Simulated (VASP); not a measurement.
Wanted: the native input for a VASP 6.6.1 run.

```yaml
Task: single point
Functional: PBE
Potentials_or_basis: VASP PAW PBE potentials, release 64 (Al, N)
Cutoff: 520 eV
k_mesh: 8 × 8 × 3
Occupations: gaussian, width 0.05 eV
Spin: no spin polarisation
Dipole_correction: no
Further_INCAR_settings: ALGO = Normal; EDIFF = 1e-06; NBANDS = 26
```

The structure of AlN lies in POSCAR:

```
AlN
1.0
   -3.1110021516      0.0000000000      0.0000000000
   -1.5555010758     -2.6942068945      0.0000000000
    0.0000000000      0.0000000000     11.4560000000
Al N
4 4
Direct
    0.3333333333      0.3333333333      0.7854168122
    0.3333333333      0.3333333333      0.3508846892
    0.6666666667      0.6666666667      0.1336186278
    0.6666666667      0.6666666667      0.5681507507
    0.3333333333      0.3333333333      0.0836474337
    0.3333333333      0.3333333333      0.5181795566
    0.6666666667      0.6666666667      0.3009134951
    0.6666666667      0.6666666667      0.7354456180
```

This cell differs from its parent crystal: the distance across one plane changed.

The input as run:

INCAR

```
ALGO = Normal
EDIFF = 1E-6
ENCUT = 520
GGA = PE
ISIF = 2
ISMEAR = 0
LASPH = T
LCHARG = F
LREAL = F
LWAVE = F
NBANDS = 26
NELM = 80
PREC = Accurate
SIGMA = 0.05
```

KPOINTS

```
k-points
0
Gamma
  8 8 3
```

Potentials or basis: VASP PAW PBE potentials, release 64 (Al, N).

Command:

```bash
$ cat potpaw_PBE.64/Al/POTCAR potpaw_PBE.64/N/POTCAR > POTCAR
$ mpirun -np 1 vasp_std > vasp.out
```

It gave:

| Property | Result |
| --- | --- |
| Pressure | -0.1 GPa |
| Largest force | 2.304 eV/Å |
| Band gap on the k mesh | zero (filled and empty bands touch) |

Caveat: the cell differs from its parent crystal (the distance across one plane changed); semilocal functionals underestimate gaps, so a narrow gap can read as zero; forces of over 1 eV/Å act on the atoms, so gaps and moduli don't describe the material at rest.

It took 27 s on 1 thread of Intel(R) Xeon(R) 6975P-C (Granite Rapids) (shared host), peak memory 0.22 GiB.
